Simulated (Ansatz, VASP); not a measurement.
# Two plane-wave programs on Bi

Contents of INCAR:

```
PREC = Accurate ; ENCUT = 520
EDIFF = 1E-7 ; ISMEAR = 0
SIGMA = 0.05 ; LREAL = False
LASPH = True ; NELM = 100
ALGO = Fast ; ISIF = 2
LWAVE = False ; LCHARG = True
GGA = CA ; LELF = True
LVHAR = True ; NBANDS = 14
```

Contents of KPOINTS:

```
Automatic mesh
0
Gamma
  10 10 10
```

File POSCAR:

```
Bi
1.0
   -4.1510449500      4.1510449500      1.5020922000
    4.1510449500     -4.1510449500      1.5020922000
    4.1510449500      4.1510449500     -1.5020922000
Bi
1
Direct
    0.0000000000      0.0000000000      0.0000000000
```

Input for Ansatz:

```yaml
crystal:
  lattice:
    - [-4.15104495, 4.15104495, 1.5020922]
    - [4.15104495, -4.15104495, 1.5020922]
    - [4.15104495, 4.15104495, -1.5020922]
  atoms:
    - { symbol: Bi, position: [0.0, 0.0, 0.0] }
basis:
  ecutwfc: 420
kpoints:
  mp_grid: { grid: [10, 10, 10] }
hamiltonian:
  xc: lda
scf:
  occupations: { method: gaussian, width: 0.05 }
output:
  forces: true
  stress: true
  eigenvalues: true
```

Change from the starting cell: strain -0.025 along x and y, +0.050 along z, atoms carried along.

Alike in both runs: task single point; functional LDA; k mesh 10 × 10 × 10; occupations gaussian, width 0.05 eV; no spin polarisation.

```csv
,VASP,Ansatz
version,VASP 6.6.1,Ansatz 0.2.0
potentials or method,"VASP PAW LDA potentials, release 64 (Bi_d), cutoff 520 eV","scalar-relativistic, plane waves, PAW"
valence electrons in the cell,15,15
```

```tsv
	VASP	Ansatz	Ansatz less VASP
gap on the k mesh at the Fermi level (eV)	none	none	-
pressure (GPa)	-1.2	-1.2	+0.03
traceless stress, the component that is largest in VASP (GPa)	-1.87	-1.89	-0.020
```

LDA's correlation is that of Perdew and Zunger in VASP and of Perdew and Wang (1992) in Ansatz. A gap of «none» marks a metal or a gap that the smearing closes.

Spin-orbit coupling is off throughout.
